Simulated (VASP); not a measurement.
# CoSi (Pm-3m) in VASP: further runs

CoSi is run at these levels: PBE; tasks: single point.

Program: VASP 6.6.1. These are calculated values, not measurements. Logs are shortened: lines on timing, memory, paths and dates and some standing lists are left out, and cuts for length are marked.

## Step 1: The cell of the first run

Symmetry: Pm-3m, No. 221, cubic system. Conventional cell: a = 2.781 Å, b = 2.781 Å, c = 2.781 Å, α = 90.00°, β = 90.00°, γ = 90.00°. Within 3.2 Å of Co (site symmetry m-3m) lie 8 Si at 2.41 Å and 6 Co at 2.78 Å. Within 3.2 Å of Si (site symmetry m-3m) lie 8 Co at 2.41 Å and 6 Si at 2.78 Å.

## Step 2: Single point, PBE, collinear spin, ferromagnetic start

The input, INCAR:

```
SYSTEM = CoSi
PREC = Accurate
ENCUT = 600
EDIFF = 1E-6
ISMEAR = 0
SIGMA = 0.1
LREAL = .FALSE.
LASPH = .TRUE.
NELM = 200
ALGO = Normal
ISIF = 2
LWAVE = .FALSE.
LCHARG = .FALSE.
ISPIN = 2
MAGMOM = 3 0
LORBIT = 11
LMAXMIX = 4
GGA = PE
NBANDS = 18
GGA_COMPAT = .FALSE.
```

The input, KPOINTS:

```
regular mesh
0
G
  6 6 6
  0 0 0
```

The input, POSCAR:

```
CoSi
1.0
    2.7813339200      0.0000000000      0.0000000000
    0.0000000000      2.7813339200      0.0000000000
    0.0000000000      0.0000000000      2.7813339200
Co Si
1 1
Direct
    0.0000000000      0.0000000000      0.0000000000
    0.5000000000      0.5000000000      0.5000000000
```

Potentials or basis: VASP PAW PBE potentials, release 64 (Co, Si).

Started as:

```bash
$ cat potpaw_PBE.64/Co/POTCAR potpaw_PBE.64/Si/POTCAR > POTCAR
$ mpirun -np 1 vasp_std > vasp.out
```

OUTCAR:

```text
SYSTEM = CoSi
   PREC = Accurate
   ENCUT = 600
   EDIFF = 1E-6
   ISMEAR = 0
   LREAL = .FALSE.
   LASPH = .TRUE.
   NELM = 200
   ISIF = 2
   ISPIN = 2
   LORBIT = 11
   GGA = PE

 ion  position               nearest neighbor table
   1  0.000  0.000  0.000-   2 2.41   2 2.41   2 2.41   2 2.41   2 2.41   2 2.41   2 2.41   2 2.41

   2  0.500  0.500  0.500-   1 2.41   1 2.41   1 2.41   1 2.41   1 2.41   1 2.41   1 2.41   1 2.41

  LATTYP: Found a simple cubic cell.
 ALAT       =     2.7813339200

  Lattice vectors:

 A1 = (   2.7813339200,   0.0000000000,   0.0000000000)
 A2 = (   0.0000000000,   2.7813339200,   0.0000000000)
 A3 = (   0.0000000000,   0.0000000000,   2.7813339200)

Analysis of symmetry for initial positions (statically):
=====================================================================
 Subroutine PRICEL returns:
 Original cell was already a primitive cell.

 Routine SETGRP: Setting up the symmetry group for a
 simple cubic supercell.

 Subroutine GETGRP returns: Found 48 space group operations
 (whereof 48 operations were pure point group operations)
 out of a pool of 48 trial point group operations.

The static configuration has the point symmetry O_h .

Analysis of symmetry for dynamics (positions and initial velocities):
=====================================================================
 Subroutine PRICEL returns:
 Original cell was already a primitive cell.

 Routine SETGRP: Setting up the symmetry group for a
 simple cubic supercell.

 Subroutine GETGRP returns: Found 48 space group operations
 (whereof 48 operations were pure point group operations)
 out of a pool of 48 trial point group operations.

The dynamic configuration has the point symmetry O_h .

Analysis of structural, dynamic, and magnetic symmetry:
=====================================================================
 Subroutine PRICEL returns:
 Original cell was already a primitive cell.

 Routine SETGRP: Setting up the symmetry group for a
 simple cubic supercell.

 Subroutine GETGRP returns: Found 48 space group operations
 (whereof 48 operations were pure point group operations)
 out of a pool of 48 trial point group operations.

The overall configuration has the point symmetry O_h .

 Subroutine INISYM returns: Found 48 space group operations
 (whereof 48 operations are pure point group operations),
 and found     1 'primitive' translations

----------------------------------------------------------------------------------------

                                     Primitive cell
[... 111 lines left out ...]
   GGA     = PE    functional components
   LHFCALC =     F    Hartree Fock is set to
   AEXX    =    0.0000 exact exchange contribution
   IVDW    =     0    specifies the selected vdW correction
   LEPSILON=     F    determine dielectric tensor
   LRPA    =     F    only Hartree local field effects (RPA)
 spin polarized calculation
 Gauss-broadening in eV      SIGMA  =   0.10
  energy-cutoff  :      600.00
  volume of cell :       21.52
 maximum number of plane-waves:       739
 NGX is ok and might be reduce to    24
   NGX = 11   NGY = 11   NGZ = 11

 number of electron      13.0000003 magnetization       0.7224805

 Free energy of the ion-electron system (eV)
  ---------------------------------------------------
  ext. energy  EPLUGINS =         0.00000000
  ---------------------------------------------------
  free energy    TOTEN  =       -13.28786424 eV

  energy without entropy =      -13.28192694  energy(sigma->0) =      -13.28489559

 E-fermi :  12.8691     XC(G=0): -12.9445

 val. band max:       12.8557730167   @ k =   0.5000   0.3333   0.0000
 cond. band min:      12.9449874097   @ k =   0.3333   0.0000   0.0000
 fundamental gap:      0.0892143930
 Fermi energy:        12.8691059972

 spin component 1

 k-point     1 :       0.0000    0.0000    0.0000
  band No.  band energies     occupation
      1      -1.4068      1.00000
      2       8.5583      1.00000
      3       8.5583      1.00000
      4      11.1539      1.00000
      5      11.1539      1.00000
      6      11.1539      1.00000
[... 396 lines left out ...]
      4      11.1707      1.00000
      5      11.5894      1.00000
      6      11.5894      1.00000
[... 10 lines left out ...]
     17      43.4901      0.00000
     18      43.4901      0.00000
 Fermi energy:        12.8691059972

 spin component 2

 k-point     1 :       0.0000    0.0000    0.0000
  band No.  band energies     occupation
      1      -1.3939      1.00000
      2       9.3559      1.00000
      3       9.3559      1.00000
      4      11.6330      1.00000
      5      11.6330      1.00000
      6      11.6330      1.00000
[... 397 lines left out ...]
      5      12.8026      0.82637
      6      12.8027      0.82630
[... 10 lines left out ...]
     17      43.5683      0.00000
     18      43.5683      0.00000

------------------------ aborting loop because EDIFF is reached ----------------------------------------

  FORCE on cell =-STRESS in cart. coord.  units (eV):
  Direction    XX          YY          ZZ          XY          YZ          ZX
  --------------------------------------------------------------------------------------
  -------------------------------------------------------------------------------------
  Total        0.1482155      0.1482155      0.1482155      0.0000000     -0.0000000     -0.0000000
  in kB       11.0368387     11.0368387     11.0368387      0.0000000     -0.0000000     -0.0000000
  external PRESSURE =      11.0368387 kB  Pullay stress =       0.0000000 kB

 VOLUME and BASIS-vectors are now :
 -----------------------------------------------------------------------------
  energy-cutoff  :      600.00
  volume of cell :       21.52
      direct lattice vectors                 reciprocal lattice vectors
     2.781333920  0.000000000  0.000000000     0.359539713  0.000000000  0.000000000
     0.000000000  2.781333920  0.000000000     0.000000000  0.359539713  0.000000000
     0.000000000  0.000000000  2.781333920     0.000000000  0.000000000  0.359539713

 POSITION                                       TOTAL-FORCE (eV/Angst)
 -----------------------------------------------------------------------------------
      0.00000      0.00000      0.00000         0.000000      0.000000      0.000000
      1.39067      1.39067      1.39067         0.000000      0.000000      0.000000
 -----------------------------------------------------------------------------------
    total drift:                               -0.000000      0.000000      0.000000

  FREE ENERGIE OF THE ION-ELECTRON SYSTEM (eV)
  ---------------------------------------------------
  free  energy   TOTEN  =       -13.2878642386 eV

  energy  without entropy=      -13.2819269424  energy(sigma->0) =      -13.28489559

 total charge

# of ion       s       p       d       tot
------------------------------------------
    1        0.436   0.603   7.559   8.599
    2        0.712   0.862   0.000   1.573
--------------------------------------------------
tot          1.148   1.465   7.559  10.172

 magnetization (x)

# of ion       s       p       d       tot
------------------------------------------
    1        0.008   0.002   0.718   0.728
    2        0.000   0.013   0.000   0.014
--------------------------------------------------
tot          0.008   0.016   0.718   0.742
```

stdout:

```text
POSCAR found type information on POSCAR CoSi
 POSCAR found :  2 types and       2 ions
 scaLAPACK will be used
 LDA part: xc-table for (Slater+PW92), standard interpolation
 POSCAR, INCAR and KPOINTS ok, starting setup
 FFT: planning ... GRIDC
 FFT: planning ... GRID_SOFT
 FFT: planning ... GRID
 WAVECAR not read
 entering main loop
```

Run time: 21 s. Hardware: 1 thread of Oxide Virtual Turin-like, shared host; peak memory 0.11 GiB.

What came out:

| Property | Result |
| --- | --- |
| Free energy | -13.2879 eV |
| Pressure | 1.1 GPa |
| Net moment | 0.72 μB per cell |
| Site moments | Co +0.73; Si +0.01 μB |
| Valence electrons inside the program's atomic spheres | Co 8.60; Si 1.57 |

Levels at points of the mesh, in eV from the Fermi level:
Spin up:
```
           k point  band 4  band 5  band 6  band 7  band 8  band 9  band 10  band 11
(0.00, 0.00, 0.00)   -1.72   -1.72   -1.72    2.97    2.97    2.97     7.34     7.34
(0.50, 0.00, 0.00)   -2.94   -2.94   -1.57   -0.99    6.65    7.99     7.99     9.40
(0.50, 0.50, 0.00)   -4.34   -2.50   -2.50   -1.32    1.21    1.54     8.06    13.44
(0.50, 0.50, 0.50)   -1.70   -1.28   -1.28    1.26    1.26    1.26     3.32     3.32
```
Spin down:
| k point | band 2 | band 3 | band 4 | band 5 | band 6 | band 7 | band 8 | band 9 | band 10 | band 11 |
| --- | --- | --- | --- | --- | --- | --- | --- | --- | --- | --- |
| (0.00, 0.00, 0.00) | -3.51 | -3.51 | -1.24 | -1.24 | -1.24 | 2.98 | 2.98 | 2.98 | 7.70 | 7.70 |
| (0.50, 0.00, 0.00) | -8.80 | -2.66 | -2.55 | -2.55 | -1.08 | 0.14 | 6.64 | 8.11 | 8.11 | 9.44 |
| (0.50, 0.50, 0.00) | -5.28 | -5.28 | -3.76 | -2.07 | -2.07 | -0.11 | 1.62 | 2.18 | 8.07 | 13.45 |
| (0.50, 0.50, 0.50) | -5.85 | -5.85 | -1.69 | -0.07 | -0.07 | 1.29 | 1.29 | 1.29 | 3.64 | 3.64 |

Caveat: the k points lie up to 0.38 Å⁻¹ apart.

## Step 3: Single point, PBE, collinear spin, ferromagnetic start

This run uses another cell than the first one, of 10.81 Å³/atom.

The input, INCAR:

```
SYSTEM = CoSi
PREC = Accurate
ENCUT = 600
EDIFF = 1E-6
ISMEAR = 0
SIGMA = 0.1
LREAL = .False.
LASPH = .True.
NELM = 200
ALGO = Normal
ISIF = 2
LWAVE = .False.
LCHARG = .False.
ISPIN = 2
MAGMOM = 0.81 0
LORBIT = 11
LMAXMIX = 4
GGA = PE
NBANDS = 18
GGA_COMPAT = .False.
```

The input, KPOINTS:

```
regular mesh
0
Gamma
  20 20 20
  0 0 0
```

The input, POSCAR:

```
CoSi
1.0
    2.7854125091      0.0000000000      0.0000000000
    0.0000000000      2.7854125091      0.0000000000
    0.0000000000      0.0000000000      2.7854125091
Co Si
1 1
Direct
    0.0000000000      0.0000000000      0.0000000000
    0.5000000000      0.5000000000      0.5000000000
```

Potentials or basis: VASP PAW PBE potentials, release 64 (Co, Si).

Started as:

```bash
$ cat potpaw_PBE.64/Co/POTCAR potpaw_PBE.64/Si/POTCAR > POTCAR
$ mpirun -np 1 vasp_std > vasp.out
```

It took 3.7 min on 1 thread of Oxide Virtual Turin-like, shared host; peak memory 0.28 GiB.

Results (log left out):

```
Free energy                                           : -13.2859 eV
Pressure                                              : -0.3 GPa
Net moment                                            : 0.60 μB per cell
Site moments                                          : Co +0.60; Si +0.02 μB
Valence electrons inside the program's atomic spheres : Co 8.59; Si 1.57
```

Levels at points of the mesh, in eV from the Fermi level:
Spin up:
| k point | band 4 | band 5 | band 6 | band 7 | band 8 | band 9 | band 10 | band 11 |
| --- | --- | --- | --- | --- | --- | --- | --- | --- |
| (0.00, 0.00, 0.00) | -1.63 | -1.63 | -1.63 | 2.93 | 2.93 | 2.93 | 7.36 | 7.36 |
| (0.50, 0.00, 0.00) | -2.86 | -2.86 | -1.48 | -0.85 | 6.63 | 7.95 | 7.95 | 9.37 |
| (0.50, 0.50, 0.00) | -4.24 | -2.41 | -2.41 | -1.17 | 1.25 | 1.60 | 8.00 | 13.38 |
| (0.50, 0.50, 0.50) | -1.75 | -1.13 | -1.13 | 1.27 | 1.27 | 1.27 | 3.34 | 3.34 |
Spin down:
| k point | band 3 | band 4 | band 5 | band 6 | band 7 | band 8 | band 9 | band 10 |
| --- | --- | --- | --- | --- | --- | --- | --- | --- |
| (0.00, 0.00, 0.00) | -3.54 | -1.24 | -1.24 | -1.24 | 2.96 | 2.96 | 2.96 | 7.66 |
| (0.50, 0.00, 0.00) | -2.70 | -2.54 | -2.54 | -1.08 | 0.07 | 6.63 | 8.06 | 8.06 |
| (0.50, 0.50, 0.00) | -5.27 | -3.77 | -2.06 | -2.06 | -0.19 | 1.59 | 2.12 | 8.01 |
| (0.50, 0.50, 0.50) | -5.83 | -1.73 | -0.14 | -0.14 | 1.29 | 1.29 | 1.29 | 3.61 |
